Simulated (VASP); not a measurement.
# TiCo (P4/mmm) in VASP: a series of runs, part 2 of 2

VASP 6.6.1.

## Step 3: Single point, PBEsol, collinear spin, ferromagnetic start (strain +0.0600 x Voigt [0, 1, 0, 0, 0, 0])

The input, INCAR:

```
  PREC = Accurate
  ENCUT = 520
  EDIFF = 1E-6
  ISMEAR = 0
  SIGMA = 0.15
  LREAL = False
  LASPH = True
  NELM = 150
  ALGO = Normal
  ISIF = 2
  LWAVE = False
  LCHARG = False
  ISPIN = 2
  MAGMOM = 0 0.4
  LORBIT = 11
  LMAXMIX = 4
  GGA = PS
  NBANDS = 22
```

The input, KPOINTS:

```
Automatic mesh
0
Gamma
  16 16 16
```

The input, POSCAR:

```
TiCo
1.0
    2.9861109900      0.0000000000      0.0000000000
    0.0000000000      3.1652776494      0.0000000000
    0.0000000000      0.0000000000      2.9861109900
Ti Co
1 1
Direct
    0.0000000000      0.0000000000      0.0000000000
    0.5000000000      0.5000000000      0.5000000000
```

Potentials or basis: VASP PAW PBE potentials, release 64 (Ti_sv, Co).

Run with:

```
$ cat potpaw_PBE.64/Ti_sv/POTCAR potpaw_PBE.64/Co/POTCAR > POTCAR
$ mpirun -np 1 vasp_std > vasp.out
```

OUTCAR:

```text
PREC = Accurate
   ENCUT = 520
   EDIFF = 1E-6
   ISMEAR = 0
   LREAL = False
   LASPH = True
   NELM = 150
   ISIF = 2
   ISPIN = 2
   LORBIT = 11
   GGA = PS

 ion  position               nearest neighbor table
   1  0.000  0.000  0.000-   2 2.64   2 2.64   2 2.64   2 2.64   2 2.64   2 2.64   2 2.64   2 2.64

   2  0.500  0.500  0.500-   1 2.64   1 2.64   1 2.64   1 2.64   1 2.64   1 2.64   1 2.64   1 2.64

  LATTYP: Found a simple tetragonal cell.
 ALAT       =     2.9861109900
 C/A-ratio  =     1.0600000000

  Lattice vectors:

 A1 = (  -2.9861109900,   0.0000000000,   0.0000000000)
 A2 = (   0.0000000000,   0.0000000000,   2.9861109900)
 A3 = (   0.0000000000,   3.1652776494,   0.0000000000)

Analysis of symmetry for initial positions (statically):
=====================================================================
 Subroutine PRICEL returns:
 Original cell was already a primitive cell.

 Routine SETGRP: Setting up the symmetry group for a
 simple tetragonal supercell.

 Subroutine GETGRP returns: Found 16 space group operations
 (whereof 16 operations were pure point group operations)
 out of a pool of 16 trial point group operations.

The static configuration has the point symmetry D_4h.

Analysis of symmetry for dynamics (positions and initial velocities):
=====================================================================
 Subroutine PRICEL returns:
 Original cell was already a primitive cell.

 Routine SETGRP: Setting up the symmetry group for a
 simple tetragonal supercell.

 Subroutine GETGRP returns: Found 16 space group operations
 (whereof 16 operations were pure point group operations)
 out of a pool of 16 trial point group operations.

The dynamic configuration has the point symmetry D_4h.

Analysis of structural, dynamic, and magnetic symmetry:
[... 155 lines left out ...]
  ---------------------------------------------------
  ext. energy  EPLUGINS =         0.00000000
  ---------------------------------------------------
  free energy    TOTEN  =       -16.71474074 eV

  energy without entropy =      -16.67962928  energy(sigma->0) =      -16.69718501

 E-fermi :   8.9871     XC(G=0): -12.4202

 val. band max:        8.9871026023   @ k =   0.4375   0.3125   0.2500
 cond. band min:       8.9872012264   @ k =   0.4375   0.2500   0.4375
 fundamental gap:      0.0000986241
 Fermi energy:         8.9871309572

 spin component 1

 k-point     1 :       0.0000    0.0000    0.0000
  band No.  band energies     occupation
      1     -48.0542      1.00000
      2     -24.2934      1.00000
      3     -24.2356      1.00000
      4     -24.2356      1.00000
      5       1.5838      1.00000
      6       5.5049      1.00000
[... 589 lines left out ...]
     21      25.8666      0.00000
     22      27.6094      0.00000

 [... further k-points ...]

 spin component 2

 k-point     1 :       0.0000    0.0000    0.0000
  band No.  band energies     occupation
      1     -48.0557      1.00000
      2     -24.2950      1.00000
      3     -24.2371      1.00000
      4     -24.2371      1.00000
      5       1.5837      1.00000
      6       5.5097      1.00000
[... 589 lines left out ...]
     21      25.8670      0.00000
     22      27.6083      0.00000

 [... further k-points ...]

------------------------ aborting loop because EDIFF is reached ----------------------------------------

  FORCE on cell =-STRESS in cart. coord.  units (eV):
  Direction    XX          YY          ZZ          XY          YZ          ZX
  --------------------------------------------------------------------------------------
  -------------------------------------------------------------------------------------
  Total       -2.8830906     -3.3655851     -2.8830906      0.0000000      0.0000000      0.0000000
  in kB     -163.6609860   -191.0501837   -163.6609860      0.0000000      0.0000000      0.0000000
  external PRESSURE =    -172.7907186 kB  Pullay stress =       0.0000000 kB

 VOLUME and BASIS-vectors are now :
 -----------------------------------------------------------------------------
  energy-cutoff  :      520.00
  volume of cell :       28.22
      direct lattice vectors                 reciprocal lattice vectors
     2.986110990  0.000000000  0.000000000     0.334883735  0.000000000  0.000000000
     0.000000000  3.165277649  0.000000000     0.000000000  0.315928051  0.000000000
     0.000000000  0.000000000  2.986110990     0.000000000  0.000000000  0.334883735

 POSITION                                       TOTAL-FORCE (eV/Angst)
 -----------------------------------------------------------------------------------
      0.00000      0.00000      0.00000         0.000000      0.000000      0.000000
      1.49306      1.58264      1.49306         0.000000      0.000000      0.000000
 -----------------------------------------------------------------------------------
    total drift:                                0.000000      0.000000     -0.000000

  FREE ENERGIE OF THE ION-ELECTRON SYSTEM (eV)
  ---------------------------------------------------
  free  energy   TOTEN  =       -16.7147407374 eV

  energy  without entropy=      -16.6796292807  energy(sigma->0) =      -16.69718501

 total charge

# of ion       s       p       d       tot
------------------------------------------
    1        2.236   6.158   1.809  10.203
    2        0.496   0.407   7.312   8.216
--------------------------------------------------
tot          2.732   6.565   9.122  18.419

 magnetization (x)

# of ion       s       p       d       tot
------------------------------------------
    1       -0.000  -0.000  -0.001  -0.001
    2        0.000  -0.000   0.010   0.010
--------------------------------------------------
tot          0.000  -0.000   0.009   0.010
```

OSZICAR:

```text
N       E                     dE             d eps       ncg     rms          rms(c)
DAV:   1     0.165509674921E+03    0.16551E+03   -0.95369E+03 35992   0.118E+03
DAV:   2    -0.884274833227E+01   -0.17435E+03   -0.16603E+03 36270   0.302E+02
DAV:   3    -0.192121070472E+02   -0.10369E+02   -0.10170E+02 44614   0.786E+01
[... 14 lines left out ...]
DAV:  18    -0.167155999184E+02   -0.12921E-02   -0.21478E-02 53296   0.911E-01    0.234E-01
DAV:  19    -0.167147266164E+02    0.87330E-03   -0.10197E-02 45808   0.745E-01    0.916E-02
DAV:  20    -0.167147677745E+02   -0.41158E-04   -0.34898E-04 52412   0.119E-01    0.779E-02
DAV:  21    -0.167147491093E+02    0.18665E-04   -0.30214E-05 52286   0.394E-02    0.444E-02
DAV:  22    -0.167147402028E+02    0.89064E-05   -0.24289E-04 44134   0.104E-01    0.208E-02
DAV:  23    -0.167147407374E+02   -0.53461E-06   -0.67104E-06 35894   0.198E-02
   1 F= -.16714741E+02 E0= -.16697185E+02  d E =-.351115E-01  mag=     0.0028
```

stdout:

```text
POSCAR found type information on POSCAR TiCo
 POSCAR found :  2 types and       2 ions
 scaLAPACK will be used
 -----------------------------------------------------------------------------
|                                                                             |
|                                                                             |
|     You enforced a specific xc type in the INCAR file but a different       |
|     I HOPE YOU KNOW WHAT YOU ARE DOING!                                     |
|                                                                             |
 -----------------------------------------------------------------------------

 LDA part: xc-table for (Slater+PW92), standard interpolation
 POSCAR, INCAR and KPOINTS ok, starting setup
 FFT: planning ... GRIDC
 FFT: planning ... GRID_SOFT
 FFT: planning ... GRID
 WAVECAR not read
 entering main loop
```

It took 4.5 min on 1 thread of Intel Xeon Platinum 8488C (Sapphire Rapids), shared host; peak memory 0.46 GiB.

Results:

```
Free energy                                           : -16.7147 eV
Pressure                                              : -17.3 GPa
Net moment                                            : 0.01 μB per cell
Valence electrons inside the program's atomic spheres : Ti 10.20; Co 8.22
```

Caveat: the cell differs from its parent crystal (strain +0.0600 x Voigt [0, 1, 0, 0, 0, 0]); the cell stands under tension; the PAW data sets were made with another functional, which shifts forces and pressure a little.
